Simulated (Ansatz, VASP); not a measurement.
**Cs in VASP and in Ansatz**

The input INCAR:

```
SYSTEM = Cs
ALGO = Normal ; EDIFF = 1E-7
ENCUT = 520 ; GGA = PE
ISIF = 2 ; ISMEAR = -1
LASPH = .TRUE. ; LCHARG = .FALSE.
LREAL = .FALSE. ; LWAVE = .FALSE.
NBANDS = 16 ; NELM = 60
PREC = Accurate ; SIGMA = 0.08
```

KPOINTS

```
k-points
0
G
  6 6 6
  0 0 0
```

POSCAR

```
Cs
1.0
    0.0000000000      5.3051878092      5.3051878092
    5.3051878092      0.0000000000      5.3051878092
    5.3051878092      5.3051878092      0.0000000000
Cs
2
Direct
   -0.1250000000     -0.1250000000     -0.1250000000
    0.1250000000      0.1250000000      0.1250000000
```

Input for Ansatz:

```yaml
crystal:
  lattice:
    - [0.0, 5.3051878092, 5.3051878092]
    - [5.3051878092, 0.0, 5.3051878092]
    - [5.3051878092, 5.3051878092, 0.0]
  atoms:
    - { symbol: Cs, position: [-0.125, -0.125, -0.125] }
    - { symbol: Cs, position: [0.125, 0.125, 0.125] }
kpoints:
  mp_grid: { grid: [6, 6, 6] }
scf:
  occupations: { method: fermi_dirac, width: 0.08 }
hamiltonian:
  xc: pbe
  pseudopotentials: { kind: all_electron, lapw: { basis_error: 0.001 } }
output:
  forces: true
  stress: true
  eigenvalues: true
  populations: true
```

Change from the starting cell: volume scaled by 0.8, LAPW.

Alike in both runs: task single point; functional PBE; k mesh 6 × 6 × 6; occupations fermi-dirac, width 0.08 eV; no spin polarisation.

|  | VASP | Ansatz |
| --- | --- | --- |
| version | VASP 6.6.1 | Ansatz 0.2.0 |
| potentials or method | VASP PAW PBE potentials, release 64 (Cs_sv), cutoff 520 eV | all-electron LAPW, scalar-relativistic |

```csv
,VASP,Ansatz,Ansatz less VASP
pressure (GPa),0.2,0.2,+0.01
```

Ansatz ran all-electron here, and VASP with PAW potentials.

Spin-orbit coupling is off throughout.
